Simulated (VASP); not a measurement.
# Cu7Si2Ni4Pt7 in VASP: notebook

Cu7Si2Ni4Pt7 is run at these levels: PBE; tasks: single point.

Program: VASP 6.6.1. These are calculated values, not measurements. Logs are shortened: lines on timing, memory, paths and dates and some standing lists are left out, and cuts for length are marked.

### 1 The cell of the first run

The cell holds an amorphous packing of atoms, 20 atoms: a = 6.393 Å, b = 6.357 Å, c = 6.456 Å, α = 89.52°, β = 88.29°, γ = 89.63°.

### 2 Single point, PBE

Input file INCAR:

```
PREC = Accurate ; ENCUT = 520
EDIFF = 1E-6 ; ISMEAR = -1
SIGMA = 0.0853 ; LREAL = Auto
LASPH = True ; NELM = 60
ALGO = Normal ; ISIF = 2
LWAVE = False ; LCHARG = True
GGA = PE ; LELF = True
LVHAR = True ; ISYM = 0
NBANDS = 114
```

Input file KPOINTS:

```
Automatic mesh
0
Gamma
  1 1 1
  0.25 0.25 0.25
```

Input file POSCAR:

```
Cu7Si2Ni4Pt7
1.0
    6.3918180000      0.0201270000      0.0956380000
    0.0201270000      6.3566260000      0.0266190000
    0.0956380000      0.0266190000      6.4557280000
Cu Pt Ni Si
7 7 4 2
Direct
    0.6325998483      0.6200227083      0.7111159317
    0.7180293287      0.1493177059      0.4327139283
    0.8820583986      0.8804183895      0.6203608395
    0.1302375541      0.7264331110      0.3532104230
    0.1473450989      0.1335976687      0.4835632748
    0.7115031236      0.7268336413      0.3177037012
    0.1943643768      0.3477228085      0.0167993983
    0.9075152573      0.3611734383      0.7047962647
    0.9720256134      0.0629720295      0.1443856002
    0.3975049363      0.0274835640      0.1639686241
    0.4216830783      0.4511566779      0.3612275384
    0.2312638695      0.5938643484      0.6971259184
    0.6466979932      0.3609901870      0.0473083593
    0.4567755836      0.2122070305      0.7215804566
    0.2224510445      0.9355533969      0.8262774905
    0.4509008769      0.8797472032      0.5283358827
    0.6788158594      0.9763058346      0.9162410690
    0.9454208815      0.6159588612      0.0517826384
    0.4266036325      0.6726823127      0.0030756177
    0.9112255886      0.4136152991      0.3411096597
```

Potentials or basis: VASP PAW PBE potentials, release 64 (Cu, Pt, Ni, Si).

The run is started by

```
$ cat potpaw_PBE.64/Cu/POTCAR potpaw_PBE.64/Pt/POTCAR potpaw_PBE.64/Ni/POTCAR potpaw_PBE.64/Si/POTCAR > POTCAR
$ mpirun -np 1 vasp_std > vasp.out
```

OUTCAR:

```text
PREC = Accurate
   ENCUT = 520
   EDIFF = 1E-6
   ISMEAR = -1
   LREAL = Auto
   LASPH = True
   NELM = 60
   ISIF = 2
   GGA = PE
   ISYM = 0

 ion  position               nearest neighbor table
   1  0.633  0.620  0.711-  19 2.29  16 2.34   3 2.36   8 2.40  12 2.58  17 2.66   6 2.66  13 2.72
                            14 2.83  11 2.88
   2  0.718  0.149  0.433-  20 2.16   3 2.35  16 2.49   9 2.50  14 2.50   8 2.56  11 2.73   5 2.77
                             6 2.79  10 2.84  13 2.87
   3  0.882  0.880  0.620-   2 2.35  17 2.36   1 2.36   6 2.48   5 2.48   4 2.51  15 2.61  16 2.84
                            12 2.92   8 3.11
   4  0.130  0.726  0.353-  18 2.42  20 2.44  12 2.47   3 2.51  11 2.55  16 2.57   6 2.69   9 2.72
                             5 2.73  10 2.82  19 2.93
   5  0.147  0.134  0.484-   3 2.48  20 2.51   8 2.52   9 2.53  16 2.54  15 2.59  14 2.59  10 2.66
                             4 2.73   2 2.77  11 2.78
   6  0.712  0.727  0.318-  16 2.33  18 2.35  20 2.36   3 2.48  11 2.57   1 2.66   4 2.69  19 2.79
                             2 2.79   9 2.91  10 2.95  13 2.96
   7  0.194  0.348  0.017-  18 2.33   9 2.43  19 2.55  12 2.59  10 2.60  14 2.65  20 2.76   8 2.76
                            11 2.78  13 2.91  15 2.91
   8  0.908  0.361  0.705-  20 2.37   1 2.40   5 2.52  12 2.55   2 2.56  13 2.73   7 2.76  18 2.79
                            14 3.04   3 3.11  17 3.14   9 3.43
   9  0.972  0.063  0.144-   7 2.43  17 2.49   2 2.50   5 2.53  20 2.60  15 2.69   4 2.72  10 2.73
                            13 2.88   6 2.91  18 2.92   8 3.43
  10  0.398  0.027  0.164-  17 2.39  19 2.49  15 2.55  16 2.56   7 2.60   5 2.66   9 2.73  13 2.75
                             4 2.82   2 2.84   6 2.95  11 3.00  14 3.09
  11  0.422  0.451  0.361-  13 2.52   4 2.55   6 2.57  12 2.62  19 2.70   2 2.73   5 2.78   7 2.78
                            14 2.78   1 2.88  16 2.95  10 3.00  20 3.14  20 3.28
  12  0.231  0.594  0.697-  15 2.33  19 2.43   4 2.47  16 2.52   8 2.55   1 2.58   7 2.59  11 2.62
                            14 2.82  18 2.89   3 2.92
  13  0.647  0.361  0.047-  19 2.44  18 2.51  11 2.52  17 2.60  20 2.60  14 2.64   1 2.72   8 2.73
                            10 2.75   2 2.87   9 2.88   7 2.91   6 2.96
  14  0.457  0.212  0.722-  15 2.40  17 2.43  16 2.46   2 2.50   5 2.59  13 2.64   7 2.65  11 2.78
                            12 2.82   1 2.83   8 3.04  10 3.09
  15  0.222  0.936  0.826-  12 2.33  14 2.40  16 2.41  19 2.41  10 2.55   5 2.59   3 2.61   9 2.69
                             7 2.91  17 3.00  18 3.04
  16  0.451  0.880  0.528-   6 2.33   1 2.34  15 2.41  14 2.46   2 2.49  12 2.52   5 2.54  10 2.56
                             4 2.57   3 2.84  11 2.95  17 3.00
  17  0.679  0.976  0.916-   3 2.36  10 2.39  14 2.43   9 2.49  19 2.57  13 2.60   1 2.66  18 2.99
                            16 3.00  15 3.00   8 3.14
  18  0.945  0.616  0.052-  20 2.27   7 2.33   6 2.35   4 2.42  13 2.51   8 2.79  12 2.89   9 2.92
                            17 2.99  15 3.04  19 3.11
  19  0.427  0.673  0.003-   1 2.29  15 2.41  12 2.43  13 2.44  10 2.49   7 2.55  17 2.57  11 2.70
                             6 2.79   4 2.93  18 3.11
  20  0.911  0.414  0.341-   2 2.16  18 2.27   6 2.36   8 2.37   4 2.44   5 2.51   9 2.60  13 2.60
                             7 2.76  11 3.14  11 3.28

IMPORTANT INFORMATION: All symmetrisations will be switched off!
NOSYMM: (Re-)initialisation of all symmetry stuff for point group C_1.
[... 128 lines left out ...]
  volume/ion in A,a.u.               =      13.11        88.48
  Fermi-wavevector in a.u.,A,eV,Ry     =   1.483168  2.802781 29.929911  2.199786
  Thomas-Fermi vector in A             =   2.596863
   LORBIT       =      0    0 simple, 1 ext, 2 COOP (PROOUT), +10 PAW based schemes
   GGA     = PE    functional components
   LHFCALC =     F    Hartree Fock is set to
   AEXX    =    0.0000 exact exchange contribution
   IVDW    =     0    specifies the selected vdW correction
   LEPSILON=     F    determine dielectric tensor
   LRPA    =     F    only Hartree local field effects (RPA)
 non-spin polarized calculation
  energy-cutoff  :      520.00
  volume of cell :      262.23
 maximum number of plane-waves:      7072
 NGX is ok and might be reduce to    48
   NGX = 23   NGY = 23   NGZ = 23

 number of electron     194.9999957 magnetization

 Free energy of the ion-electron system (eV)
  ---------------------------------------------------
  ext. energy  EPLUGINS =         0.00000000
  ---------------------------------------------------
  free energy    TOTEN  =      -101.62354292 eV

  energy without entropy =     -101.28496303  energy(sigma->0) =     -101.45425297

 E-fermi :   9.6357     XC(G=0): -12.8503

 val. band max:        9.6156744217   @ k =   0.2500   0.2500   0.2500
 cond. band min:       9.8154719334   @ k =   0.2500   0.2500   0.2500
 fundamental gap:      0.1997975117
 Fermi energy:         9.6357181878

 k-point     1 :       0.2500    0.2500    0.2500
  band No.  band energies     occupation
      1      -1.0509      2.00000
      2      -0.3561      2.00000
      3       1.6690      2.00000
      4       2.1662      2.00000
      5       2.4401      2.00000
      6       2.9209      2.00000
[... 101 lines left out ...]
    108      12.7069      0.00000
    109      13.0140      0.00000
 [bands above 109 left out]

------------------------ aborting loop because EDIFF is reached ----------------------------------------

  FORCE on cell =-STRESS in cart. coord.  units (eV):
  Direction    XX          YY          ZZ          XY          YZ          ZX
  --------------------------------------------------------------------------------------
  -------------------------------------------------------------------------------------
  Total       21.3154747     14.4468103     19.0828793      3.5882742      6.0847390     -5.6645804
  in kB      130.2318609     88.2661549    116.5912987     21.9233977     37.1761309    -34.6090744
  external PRESSURE =     111.6964382 kB  Pullay stress =       0.0000000 kB

 VOLUME and BASIS-vectors are now :
 -----------------------------------------------------------------------------
  energy-cutoff  :      520.00
  volume of cell :      262.23
      direct lattice vectors                 reciprocal lattice vectors
     6.391818000  0.020127000  0.095638000     0.156486198 -0.000485783 -0.002316252
     0.020127000  6.356626000  0.026619000    -0.000485783  0.157320386 -0.000641485
     0.095638000  0.026619000  6.455728000    -0.002316252 -0.000641485  0.154938157

 POSITION                                       TOTAL-FORCE (eV/Angst)
 -----------------------------------------------------------------------------------
      4.12395      3.97291      4.66778        -0.053585     -0.022179      0.018471
      4.63390      0.97513      2.86613        -1.708330     -1.119702     -0.417786
      5.71501      5.63076      4.11267         0.965506     -0.306383      0.505031
      0.88086      4.62969      2.31202        -0.028547      1.031325     -0.676671
      0.99074      0.86507      3.13940         0.651744     -0.067710      0.084913
      4.59281      4.64299      2.13840         0.268746      0.970127     -0.722560
[... 12 lines left out ...]
      2.74061      4.28466      0.07856        -0.273673      0.718968      1.209429
      5.86534      2.65662      2.30027         1.057525      0.733441     -0.860074
 -----------------------------------------------------------------------------------
    total drift:                               -0.010572      0.001382      0.001770

  FREE ENERGIE OF THE ION-ELECTRON SYSTEM (eV)
  ---------------------------------------------------
  free  energy   TOTEN  =      -101.6235429195 eV

  energy  without entropy=     -101.2849630291  energy(sigma->0) =     -101.45425297
```

OSZICAR:

```text
N       E                     dE             d eps       ncg     rms          rms(c)
DAV:   1     0.221292896530E+04    0.22129E+04   -0.82500E+04   228   0.243E+03
DAV:   2     0.350146033747E+03   -0.18628E+04   -0.17803E+04   228   0.605E+02
DAV:   3    -0.506062088028E+02   -0.40075E+03   -0.36800E+03   228   0.262E+02
[... 16 lines left out ...]
DAV:  20    -0.101623553507E+03    0.25700E-04   -0.38654E-04   304   0.432E-01    0.451E-02
DAV:  21    -0.101623555620E+03   -0.21122E-05   -0.14873E-04   352   0.165E-01    0.351E-02
DAV:  22    -0.101623546112E+03    0.95071E-05   -0.30005E-05   312   0.859E-02    0.195E-02
DAV:  23    -0.101623543727E+03    0.23851E-05   -0.15771E-05   352   0.642E-02    0.983E-03
DAV:  24    -0.101623542919E+03    0.80786E-06   -0.39431E-06   152   0.423E-02
   1 F= -.10162354E+03 E0= -.10145425E+03  d E =-.338580E+00
```

stdout:

```text
POSCAR found type information on POSCAR CuPtNiSi
 POSCAR found :  4 types and      20 ions
 scaLAPACK will be used
 LDA part: xc-table for (Slater+PW92), standard interpolation
 POSCAR, INCAR and KPOINTS ok, starting setup
 FFT: planning ... GRIDC
 FFT: planning ... GRID_SOFT
 FFT: planning ... GRID
 WAVECAR not read
 entering main loop
```

Run time: 2.7 min. Hardware: 1 thread of Intel Xeon Platinum 8259CL at 2.50GHz (Skylake/Cascade Lake), shared host; peak memory 0.34 GiB.

What came out:

| Quantity | Value |
| --- | --- |
| Free energy | -101.6235 eV |
| Pressure | 11.2 GPa |
| Largest force | 2.142 eV/Å |

Forces in eV/Å, atoms in the order of the input:
```
Cu  -0.054 -0.022  0.018
Cu  -1.708 -1.120 -0.418
Cu   0.966 -0.306  0.505
Cu  -0.029  1.031 -0.677
Cu   0.652 -0.068  0.085
Cu   0.269  0.970 -0.723
Cu   0.657 -0.048 -0.089
Pt   0.005 -1.270  0.299
Pt  -0.390 -1.247 -0.805
Pt  -0.184 -0.965  1.458
Pt  -1.024  0.023  0.509
Pt  -0.288 -1.392  1.602
Pt   1.252  0.526 -0.166
Pt   0.013  2.012 -0.626
Ni  -1.294  0.888  0.940
Ni  -0.291  0.066 -0.430
Ni   0.648 -1.714 -0.513
Ni   0.017  1.184 -1.319
Si  -0.274  0.719  1.209
Si   1.058  0.733 -0.860
```

Stress tensor (GPa, compression positive):
```
13.02  2.19 -3.46
 2.19  8.83  3.72
-3.46  3.72 11.66
```

Caveat: the k points lie up to 0.99 Å⁻¹ apart; spin-orbit coupling is left out, which moves the levels of the heavy elements.

### 3 Single point, PBE

Input file INCAR:

```
SYSTEM = Cu7Si2Ni4Pt7
PREC     = Accurate       ! precision mode
ENCUT    = 520            ! plane-wave cutoff, eV
EDIFF    = 1E-7           ! SCF threshold, eV
ISMEAR   = -1             ! smearing method
SIGMA    = 0.0853         ! smearing width, eV
LREAL    = Auto         
LASPH    = .True.         ! aspherical terms in the spheres
NELM     = 80             ! most SCF steps
ALGO     = Normal         ! electronic algorithm
ISIF     = 2              ! what is computed and relaxed
LWAVE    = .False.        ! write WAVECAR
LCHARG   = .True.         ! write CHGCAR
GGA      = PE             ! functional
LELF     = .True.         ! ELF
LVHAR    = .True.       
ISYM     = 0            
NBANDS   = 114            ! bands
```

KPOINTS is that of step 2.

Input file POSCAR:

```
Cu7Si2Ni4Pt7
1.0
    6.3918180000      0.0201270000      0.0956380000
    0.0201270000      6.3566260000      0.0266190000
    0.0956380000      0.0266190000      6.4557280000
Cu Pt Ni Si
7 7 4 2
Direct
    0.6279058404      0.6220558916      0.7359211595
    0.6980725519      0.1643275709      0.4163185781
    0.9435785783      0.8605705348      0.6410292542
    0.1287264163      0.7415046644      0.3390170327
    0.1462049062      0.1468308892      0.4592691581
    0.7456141608      0.7538153266      0.2477147647
    0.1745849518      0.3460484717     -0.0028770450
    0.9110691088      0.3238282470      0.6780817266
    0.9469971523      0.0550136282      0.1603264076
    0.3952483943      0.0185360432      0.1837462519
    0.4007072848      0.4914100674      0.3554586426
    0.2262962649      0.6150885805      0.7164157838
    0.6547861729      0.3625478440      0.0340759243
    0.4397468648      0.2289086749      0.7129261284
    0.1958532929      0.9803835606      0.8588763580
    0.4367461070      0.8863629719      0.5408053716
    0.6743774552      0.9554832341      0.9339282697
    0.9472080959      0.6239823393     -0.0278304591
    0.4254082350      0.6696621359      0.0248718767
    0.9270396528      0.4347026594      0.3124176594
```

Potentials or basis: VASP PAW PBE potentials, release 64 (Cu, Pt, Ni, Si).

The run is started by

```
$ cat potpaw_PBE.64/Cu/POTCAR potpaw_PBE.64/Pt/POTCAR potpaw_PBE.64/Ni/POTCAR potpaw_PBE.64/Si/POTCAR > POTCAR
$ mpirun -np 1 vasp_std > vasp.out
```

It took 2.9 min on 1 thread of Intel Xeon Platinum 8259CL at 2.50GHz (Skylake/Cascade Lake), shared host; peak memory 0.34 GiB.

It converged, with:

* Free energy: -101.4878 eV
* Pressure: 12.1 GPa
* Largest force: 2.734 eV/Å

Forces on the atoms (eV/Å):
```
Cu   0.839  0.052 -1.194
Cu  -1.942 -0.698  0.434
Cu  -2.132  0.595 -0.340
Cu  -0.951  0.928 -0.763
Cu   1.699 -0.190  0.104
Cu  -1.702 -0.779  1.684
Cu   0.686 -0.977  1.189
Pt  -0.945  1.056  1.561
Pt   1.854  0.824 -1.832
Pt  -0.033  0.317 -0.029
Pt   1.316 -1.392  0.067
Pt   0.654 -1.307  0.110
Pt   0.179 -0.007  1.259
Pt   1.128  0.944 -0.503
Ni  -0.153 -0.429  0.071
Ni   0.880 -0.143 -0.306
Ni   0.021 -0.442 -2.297
Ni  -0.725  1.267  0.596
Si  -0.773  0.909  0.465
Si   0.100 -0.527 -0.279
```

Stress tensor (GPa, compression positive):
```
14.64  0.43 -3.70
 0.43  8.52  4.41
-3.70  4.41 13.29
```

Levels at points of the mesh, in eV from the Fermi level:
| k point | band 94 | band 95 | band 96 | band 97 | band 98 | band 99 | band 100 | band 101 | band 102 | band 103 |
| --- | --- | --- | --- | --- | --- | --- | --- | --- | --- | --- |
| (0.25, 0.25, 0.25) | -0.44 | -0.35 | -0.27 | -0.12 | -0.04 | 0.17 | 0.31 | 0.38 | 0.83 | 1.13 |

Caveat: the k points lie up to 0.99 Å⁻¹ apart; spin-orbit coupling is left out, which moves the levels of the heavy elements. Spin polarisation is off, so any magnetic state and its effect on volume and gap are missing.
